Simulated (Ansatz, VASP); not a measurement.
## ScSi2 in VASP and in Ansatz

File INCAR:

```
SYSTEM = ScSi2
PREC = Accurate
ENCUT = 520
EDIFF = 1E-8
ISMEAR = -1
SIGMA = 0.05
LREAL = .False.
LASPH = .True.
NELM = 80
ALGO = Normal
ISIF = 2
LWAVE = .False.
LCHARG = .False.
GGA = PS
LEFG = .True.
NBANDS = 16
```

Contents of KPOINTS:

```
regular mesh
0
Gamma
  13 13 11
  0 0 0
```

File POSCAR:

```
ScSi2
1.0
    3.6354342207      0.0000000000      0.0000000000
   -1.8177171104      3.1483783889      0.0000000000
    0.0000000000      0.0000000000      3.8440260630
Sc Si
1 2
Direct
    0.0000000000      0.0000000000      0.0000000000
    0.3333333333      0.6666666667      0.5000000000
    0.6666666667      0.3333333333      0.5000000000
```

Input for Ansatz:

```yaml
crystal:
  lattice:
    - [3.6354342207, 0.0, 0.0]
    - [-1.8177171104, 3.1483783889, 0.0]
    - [0.0, 0.0, 3.844026063]
  atoms:
    - { symbol: Sc, position: [0.0, 0.0, 0.0] }
    - { symbol: Si, position: [0.3333333333, 0.6666666667, 0.5] }
    - { symbol: Si, position: [0.6666666667, 0.3333333333, 0.5] }
kpoints:
  mp_grid: { grid: [13, 13, 11] }
scf:
  occupations: { method: fermi_dirac, width: 0.05 }
hamiltonian:
  xc: pbesol
  pseudopotentials: { kind: all_electron, datasets: crystal }
output:
  forces: true
  stress: true
  eigenvalues: true
  efg: { contact_densities: true }
```

Change from the starting cell: volume scaled by 0.98, crystal datasets.

Alike in both runs: task electric field gradients; functional PBEsol; k mesh 13 × 13 × 11; occupations fermi-dirac, width 0.05 eV; no spin polarisation.

|  | VASP | Ansatz |
| --- | --- | --- |
| version | VASP 6.6.1 | Ansatz 0.2.0 |
| potentials or method | VASP PAW PBE potentials, release 64 (Sc_sv, Si), cutoff 520 eV | all-electron PAW with datasets made for the crystal, scalar-relativistic |

VASP gave:

```
pressure (GPa)                                                : 26.1
traceless stress, the component that is largest in VASP (GPa) : -26.74
size of Vzz on the site where it differs most (V/Å²)          : 17.8
```

Q: What did Ansatz give for the same quantities?

A: Pressure (GPa): 25.6; traceless stress, the component that is largest in VASP (GPa): -26.59; size of Vzz on the site where it differs most (V/Å²): 10.7.

VASP's potentials were made for PBE, not for PBEsol. Ansatz ran all-electron here, and VASP with PAW potentials. Ansatz's warnings: printed levels off.
